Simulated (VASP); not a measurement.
SiC: single point with PBE

SiC:

```
Si C
1.0
     2.94970    0.00000    0.00000
    -1.47485    2.55452    0.00000
     0.00000    0.00000    9.58890
Si C
4 4
Cartesian
  1.4749 0.8515 8.9929
  0.0000 1.7030 4.1984
  0.0000 0.0000 6.5962
  0.0000 0.0000 1.8017
  1.4749 0.8515 7.1898
  0.0000 1.7030 2.3954
  0.0000 0.0000 4.7987
  0.0000 0.0000 0.0043
```

| Item | Value |
| --- | --- |
| Program | VASP 6.6.1 |
| Task | single point |
| Functional | PBE |
| Potentials or basis | VASP PAW PBE potentials, release 64 (Si, C) |
| Cutoff | 520 eV |
| k mesh | 12 × 12 × 4 |
| Occupations | gaussian, width 0.05 eV |
| Spin | no spin polarisation |

```yaml
Pressure: 42.7 GPa
Largest_force: 0.178 eV/Å
Band_gap_on_the_k_mesh: 2.27 eV, indirect (least direct gap 3.39 eV)
```

Forces in eV/Å, atoms in the order of the input:
```
Si   0.000  0.000  0.077
Si   0.000  0.000  0.077
Si   0.000  0.000  0.178
Si   0.000  0.000  0.178
C    0.000  0.000 -0.119
C    0.000  0.000 -0.119
C    0.000  0.000 -0.136
C    0.000  0.000 -0.136
```

Stress tensor (GPa, compression positive):
```
41.09  0.00  0.00
 0.00 41.09  0.00
 0.00  0.00 46.00
```

Levels at points of the mesh, in eV from the valence-band top:
| k point | band 13 | band 14 | band 15 | band 16 | band 17 | band 18 | band 19 | band 20 |
| --- | --- | --- | --- | --- | --- | --- | --- | --- |
| (0.00, 0.00, 0.00) | -0.61 | 0.00 | 0.00 | 0.00 | 6.21 | 6.79 | 7.49 | 7.62 |
| (0.50, 0.00, 0.00) | -2.53 | -2.31 | -1.62 | -1.12 | 2.27 | 2.45 | 4.62 | 5.60 |
| (0.00, 0.00, 0.50) | -0.22 | -0.22 | -0.22 | -0.22 | 6.42 | 6.42 | 7.81 | 7.81 |
| (0.50, 0.00, 0.50) | -2.66 | -2.66 | -1.62 | -1.62 | 2.72 | 2.72 | 4.57 | 4.57 |

It took 37 s on 1 thread of Intel(R) Xeon(R) 6975P-C (Granite Rapids), with other jobs on the host, peak memory 0.23 GiB.

A k mesh can miss the band edges. Expect the measured gap to be larger: semilocal functionals such as PBE lack the derivative discontinuity.
